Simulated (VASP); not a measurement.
# Be2As3P (R-3m) in VASP: single point with r2SCAN+rVV10

Aim: the single point of Be2As3P with r2SCAN+rVV10.

All numbers are computed with VASP 6.6.1; they aren't measurements. Logs are shortened: lines on timing, memory, paths and dates and some standing lists are left out, and cuts for length are marked.

### 1 The cell of the first run

The structure is trigonal, space group R-3m (No. 166). Conventional cell: a = 5.387 Å, b = 5.387 Å, c = 12.721 Å, α = 90.00°, β = 90.00°, γ = 120.00°. Be (site symmetry 3m) has 1 Be at 2.19 Å and 6 As at 2.91 Å within 3.0 Å. Within 3.6 Å of As (site symmetry 2/m) lie 2 P at 2.63 Å and 4 As at 2.69 Å and 6 Be at 2.91 to 3.51 Å. P (site symmetry -3m) has 6 As at 2.63 Å and 6 Be at 3.27 Å within 3.5 Å.

### 2 Single point, r2SCAN+rVV10

The input, POSCAR:

```
Be2As3P
1.0
    2.6933236939      1.5549911614      4.2404929869
   -2.6933236939      1.5549911614      4.2404929869
    0.0000000000     -3.1099823177      4.2404929888
Be As P
2 3 1
Direct
    0.4140183980      0.4140183980      0.4140183980
    0.5859816020      0.5859816020      0.5859816020
    0.0000000000      0.0000000000      0.5000000000
    0.0000000000      0.5000000000      0.0000000000
    0.5000000000      0.0000000000      0.0000000000
    0.0000000000      0.0000000000      0.0000000000
```

The input, INCAR.step1:

```
PREC     = Accurate       # precision mode
ENCUT    = 520            # plane-wave cutoff, eV
ISMEAR   = -1             # smearing method
SIGMA    = 0.03           # smearing width, eV
LREAL    = False          # projectors in reciprocal space
LASPH    = True           # aspherical terms in the spheres
NELM     = 60             # most SCF steps
NBANDS   = 21             # bands
GGA      = PE             # functional
ALGO     = Normal         # electronic algorithm
EDIFF    = 1E-4           # SCF threshold, eV
LWAVE    = True           # write WAVECAR
LCHARG   = False          # write CHGCAR
```

The input, INCAR.step2:

```
PREC     = Accurate       # precision mode
ENCUT    = 520            # plane-wave cutoff, eV
EDIFF    = 1E-6           # SCF threshold, eV
ISMEAR   = -1             # smearing method
SIGMA    = 0.03           # smearing width, eV
LREAL    = False          # projectors in reciprocal space
LASPH    = True           # aspherical terms in the spheres
NELM     = 60             # most SCF steps
ALGO     = Normal         # electronic algorithm
ISIF     = 2              # what is computed and relaxed
LWAVE    = False          # write WAVECAR
LCHARG   = True           # write CHGCAR
METAGGA  = R2SCAN         # meta-GGA
LMIXTAU  = True         
LUSE_VDW = True         
IVDW_NL  = 2            
BPARAM   = 11.95        
CPARAM   = 0.0093       
LELF     = True           # ELF
LVHAR    = True         
NBANDS   = 21             # bands
ISTART   = 1
```

The input, KPOINTS:

```
Automatic mesh
0
Gamma
  6 6 6
```

Potentials or basis: VASP PAW PBE potentials, release 64 (Be, As, P).

The run is started by

```sh
> cat potpaw_PBE.64/Be/POTCAR potpaw_PBE.64/As/POTCAR potpaw_PBE.64/P/POTCAR > POTCAR
> cp INCAR.step1 INCAR
> mpirun -np 1 vasp_std > vasp.out
> cp INCAR.step2 INCAR
> mpirun -np 1 vasp_std > vasp.out
```

OUTCAR:

```text
PREC = Accurate
   ENCUT = 520
   EDIFF = 1E-6
   ISMEAR = -1
   LREAL = False
   LASPH = True
   NELM = 60
   ISIF = 2
   METAGGA = R2SCAN
   IVDW_NL = 2
   BPARAM = 11.95
   ISTART = 1

 ion  position               nearest neighbor table
   1  0.414  0.414  0.414-   2 2.19
   2  0.586  0.586  0.586-   1 2.19
   3  0.000  0.000  0.500-   6 2.63   6 2.63   5 2.69   4 2.69   4 2.69   5 2.69
   4  0.000  0.500  0.000-   6 2.63   6 2.63   5 2.69   5 2.69   3 2.69   3 2.69
   5  0.500  0.000  0.000-   6 2.63   6 2.63   4 2.69   4 2.69   3 2.69   3 2.69
   6  0.000  0.000  0.000-   4 2.63   5 2.63   4 2.63   5 2.63   3 2.63   3 2.63

  LATTYP: Found a trigonal (rhomboedric) cell.
 ALAT       =     5.2586852733
 COS(alpha) =     0.4753704606

  Lattice vectors:

 A1 = (   2.6933236939,   1.5549911614,   4.2404929869)
 A2 = (  -2.6933236939,   1.5549911614,   4.2404929869)
 A3 = (   0.0000000000,  -3.1099823177,   4.2404929888)

Analysis of symmetry for initial positions (statically):
=====================================================================
 Subroutine PRICEL returns:
 Original cell was already a primitive cell.

 Routine SETGRP: Setting up the symmetry group for a
 trigonal (rhombohedral) supercell.

 Subroutine GETGRP returns: Found 12 space group operations
 (whereof 12 operations were pure point group operations)
 out of a pool of 12 trial point group operations.

The static configuration has the point symmetry D_3d.

Analysis of symmetry for dynamics (positions and initial velocities):
=====================================================================
 Subroutine PRICEL returns:
 Original cell was already a primitive cell.

 Routine SETGRP: Setting up the symmetry group for a
 trigonal (rhombohedral) supercell.

 Subroutine GETGRP returns: Found 12 space group operations
 (whereof 12 operations were pure point group operations)
 out of a pool of 12 trial point group operations.

The dynamic configuration has the point symmetry D_3d.

 Subroutine INISYM returns: Found 12 space group operations
 (whereof 12 operations are pure point group operations),
 and found     1 'primitive' translations

----------------------------------------------------------------------------------------

                                     Primitive cell

  volume of cell :     106.5575

  direct lattice vectors                    reciprocal lattice vectors
     2.693323694  1.554991161  4.240492987     0.185644229  0.107181745  0.078607212
    -2.693323694  1.554991161  4.240492987    -0.185644229  0.107181745  0.078607212
     0.000000000 -3.109982318  4.240492989     0.000000000 -0.214363491  0.078607213

  length of vectors
     5.258685273  5.258685273  5.258685273     0.228321703  0.228321703  0.228321703

  position of ions in fractional coordinates (direct lattice)
     0.414018398  0.414018398  0.414018398
     0.585981602  0.585981602  0.585981602
     1.000000000  1.000000000  0.500000000
     0.000000000  0.500000000  1.000000000
     0.500000000  0.000000000  1.000000000
     0.000000000  0.000000000  0.000000000

  ion indices of the primitive-cell ions
   primitive index   ion index
                 1           1
                 2           2
                 3           3
                 4           4
                 5           5
                 6           6

----------------------------------------------------------------------------------------

 KPOINTS: Automatic mesh

Automatic generation of k-mesh.
 Grid dimensions read from file:
 generate k-points for:    6    6    6

 Generating k-lattice:

  Cartesian coordinates                     Fractional coordinates (reciprocal lattice)
     0.030940705  0.017863624  0.013101202     0.166666667 -0.000000000 -0.000000000
    -0.030940705  0.017863624  0.013101202    -0.000000000  0.166666667 -0.000000000
     0.000000000 -0.035727248  0.013101202     0.000000000  0.000000000  0.166666667

  Length of vectors
     0.038053617  0.038053617  0.038053617

  Shift w.r.t. Gamma in fractional coordinates (k-lattice)
     0.000000000  0.000000000  0.000000000

 Subroutine IBZKPT returns following result:
 ===========================================

 Found     32 irreducible k-points:

 Following reciprocal coordinates:
            Coordinates               Weight
  0.000000  0.000000  0.000000      1.000000
  0.166667 -0.000000 -0.000000      6.000000
  0.333333  0.000000 -0.000000      6.000000
  0.500000 -0.000000  0.000000      3.000000
  0.166667  0.166667 -0.000000      6.000000
  0.333333  0.166667  0.000000     12.000000
[... 16 lines left out ...]
  0.500000  0.500000  0.166667      6.000000
 -0.333333  0.500000  0.166667     12.000000
 [... further k-points ...]
   k-points           NKPTS =     32   k-points in BZ     NKDIM =     32   number of bands    NBANDS=     21
   number of dos      NEDOS =    301   number of ions     NIONS =      6
   total plane-waves  NPLWV =  64000
   dimension x,y,z NGX =    40 NGY =   40 NGZ =   40
   dimension x,y,z NGXF=    80 NGYF=   80 NGZF=   80
   ions per type =               2   3   1
   NGX,Y,Z   is equivalent  to a cutoff of  12.65, 12.65, 12.65 a.u.
   NGXF,Y,Z  is equivalent  to a cutoff of  25.29, 25.29, 25.29 a.u.
 SYSTEM =  unknown system
   PREC   = accura    normal or accurate (medium, high low for compatibility)
   ISTART =      1    job   : 0-new  1-cont  2-samecut
   ICHARG =      0    charge: 1-file 2-atom 10-const
   ISPIN  =      1    spin polarized calculation?
   LNONCOLLINEAR =      F non collinear calculations
   LSORBIT =      F    spin-orbit coupling
   LASPH  =      T    aspherical Exc in radial PAW
   ENCUT  =  520.0 eV  38.22 Ry    6.18 a.u.   9.78  9.78  9.78*2*pi/ulx,y,z
   NELM   =     60;   NELMIN=  2; NELMDL=  0     # of ELM steps
   EDIFF  = 0.1E-05   stopping-criterion for ELM
   LREAL  =      F    real-space projection
   EDIFFG = 0.1E-04   stopping-criterion for IOM
   NSW    =      0    number of steps for IOM
   IBRION =     -1    ionic relax: 0-MD 1-quasi-New 2-CG
   NFREE  =      0    steps in history (QN), initial steepest desc. (CG)
   ISIF   =      2    stress and relaxation
   ISYM   =      2    0-nonsym 1-usesym 2-fastsym
   POTIM  = 0.5000    time-step for ionic-motion
   TEBEG  =    0.0;   TEEND  =   0.0 temperature during run
   PSTRESS=    0.0 pullay stress
   NELECT =      24.0000    total number of electrons
   NUPDOWN=      -1.0000    fix difference up-down
   EMIN   =  10.00;   EMAX   =-10.00  energy-range for DOS
   EFERMI =   0.00;   METHOD = LEGACY
   ISMEAR =    -1;   SIGMA  =   0.03  broadening in eV -4-tet -1-fermi 0-gaus
   EFERMI_NEDOS =   21; number of points for ismear=-14 and -15
   IALGO  =     38    algorithm
   IMIX   =      4    mixing-type and parameters
     AMIX     =   0.40;   BMIX     =  1.00
     AMIX_MAG =   1.60;   BMIX_MAG =  1.00
  volume/ion in A,a.u.               =      17.76       119.85
  Fermi-wavevector in a.u.,A,eV,Ry     =   0.996056  1.882273 13.498723  0.992128
  Thomas-Fermi vector in A             =   2.128119
   LORBIT       =      0    0 simple, 1 ext, 2 COOP (PROOUT), +10 PAW based schemes
   METAGGA = R2SCAN    functional components
   LHFCALC =     F    Hartree Fock is set to
   AEXX    =    0.0000 exact exchange contribution
   IVDW_NL    =     2    kernel type
   BPARAM     =11.9500
   IVDW    =     0    specifies the selected vdW correction
   LEPSILON=     F    determine dielectric tensor
   LRPA    =     F    only Hartree local field effects (RPA)
 non-spin polarized calculation
  energy-cutoff  :      520.00
  volume of cell :      106.56
 maximum number of plane-waves:      2888
   NGX = 19   NGY = 19   NGZ = 19

 number of electron      23.9999998 magnetization

 Free energy of the ion-electron system (eV)
  ---------------------------------------------------
  ext. energy  EPLUGINS =         0.00000000
  ---------------------------------------------------
  free energy    TOTEN  =       -55.12792757 eV

  energy without entropy =      -55.12372004  energy(sigma->0) =      -55.12582380

 E-fermi :   5.7262     XC(G=0): -10.4862

 val. band max:        5.6987594889   @ k =  -0.1667   0.3333   0.1667
 cond. band min:       5.7376259484   @ k =  -0.1667   0.1667   0.0000
 fundamental gap:      0.0388664594
 Fermi energy:         5.7261738992

 k-point     1 :       0.0000    0.0000    0.0000
  band No.  band energies     occupation
      1     -10.4681      2.00000
      2      -4.2325      2.00000
      3      -4.2325      2.00000
      4      -3.3927      2.00000
      5      -3.1584      2.00000
      6      -0.5691      2.00000
[... 13 lines left out ...]
     20      10.9014      0.00000
     21      11.2884      0.00000

 k-point     2 :       0.1667   -0.0000   -0.0000
  band No.  band energies     occupation
      1     -10.2991      2.00000
      2      -5.4739      2.00000
      3      -4.3691      2.00000
      4      -3.5818      2.00000
      5      -2.2264      2.00000
      6      -0.3178      2.00000
[... 13 lines left out ...]
     20      10.9691      0.00000
     21      11.2233      0.00000

 k-point     3 :       0.3333    0.0000   -0.0000
  band No.  band energies     occupation
      1      -9.8414      2.00000
      2      -6.9141      2.00000
      3      -4.5953      2.00000
      4      -3.7630      2.00000
      5      -2.1454      2.00000
      6       0.3292      2.00000
[... 13 lines left out ...]
     20      10.6016      0.00000
     21      11.2671      0.00000
[... 457 lines left out ...]
 k-point    23 :       0.5000    0.5000    0.1667
  band No.  band energies     occupation
      1      -9.1496      2.00000
      2      -7.7576      2.00000
      3      -5.0392      2.00000
      4      -4.7771      2.00000
      5      -1.4196      2.00000
      6       0.0908      2.00000
[... 13 lines left out ...]
     20      10.1884      0.00000
     21      10.7924      0.00000

 k-point    24 :      -0.3333    0.5000    0.1667
  band No.  band energies     occupation
      1      -8.6369      2.00000
      2      -8.3916      2.00000
      3      -5.3382      2.00000
      4      -4.6500      2.00000
      5      -0.8141      2.00000
      6       0.0989      2.00000
[... 13 lines left out ...]
     20       9.8763      0.00000
     21      10.0477      0.00000

 [... further k-points ...]

------------------------ aborting loop because EDIFF is reached ----------------------------------------

  FORCE on cell =-STRESS in cart. coord.  units (eV):
  Direction    XX          YY          ZZ          XY          YZ          ZX
  --------------------------------------------------------------------------------------
  -------------------------------------------------------------------------------------
  Total        0.1138401      0.1138401      0.0244027      0.0000000     -0.0000000      0.0000000
  in kB        1.7116770      1.7116770      0.3669138      0.0000000     -0.0000000      0.0000000
  external PRESSURE =       1.2634226 kB  Pullay stress =       0.0000000 kB

 VOLUME and BASIS-vectors are now :
 -----------------------------------------------------------------------------
  energy-cutoff  :      520.00
  volume of cell :      106.56
      direct lattice vectors                 reciprocal lattice vectors
     2.693323694  1.554991161  4.240492987     0.185644229  0.107181745  0.078607212
    -2.693323694  1.554991161  4.240492987    -0.185644229  0.107181745  0.078607212
     0.000000000 -3.109982318  4.240492989     0.000000000 -0.214363491  0.078607213

 POSITION                                       TOTAL-FORCE (eV/Angst)
 -----------------------------------------------------------------------------------
      0.00000      0.00000      5.26693        -0.000000      0.000000      0.000239
      0.00000      0.00000      7.45455        -0.000000     -0.000000     -0.000239
      0.00000     -1.55499      2.12025         0.000000      0.000000      0.000000
     -1.34666      0.77750      2.12025         0.000000      0.000000     -0.000000
      1.34666      0.77750      2.12025        -0.000000      0.000000     -0.000000
      0.00000      0.00000      0.00000        -0.000000      0.000000     -0.000000
 -----------------------------------------------------------------------------------
    total drift:                                0.000000      0.000000     -0.000000

  FREE ENERGIE OF THE ION-ELECTRON SYSTEM (eV)
  ---------------------------------------------------
  free  energy   TOTEN  =       -55.1279275668 eV

  energy  without entropy=      -55.1237200416  energy(sigma->0) =      -55.12582380
```

Run time: 6.4 min. Hardware: 1 thread of Intel Xeon 8259CL, shared host; peak memory 0.53 GiB.

What came out:

| Quantity | Value |
| --- | --- |
| Free energy | -55.1279 eV |
| Pressure | 0.1 GPa |
| Band gap on the k mesh | zero (bands 12 and 13 overlap by 1.98 eV) |

Levels at points of the mesh, in eV from the Fermi level:
```csv
k point,band 9,band 10,band 11,band 12,band 13,band 14,band 15,band 16
"(0.00, 0.00, 0.00)",-3.72,-3.62,-3.62,-0.62,0.88,0.88,1.08,3.98
"(0.50, 0.00, 0.00)",-2.46,-1.71,-1.49,-1.40,-1.30,-0.90,1.87,2.27
"(0.50, 0.50, 0.00)",-1.86,-1.66,-1.28,-1.26,-0.92,-0.89,1.69,1.73
"(0.50, 0.50, 0.50)",-1.91,-1.34,-1.34,-1.17,-1.16,-1.16,2.64,2.98
```

Caveat: the PAW data sets were made with another functional, which shifts forces and pressure a little.
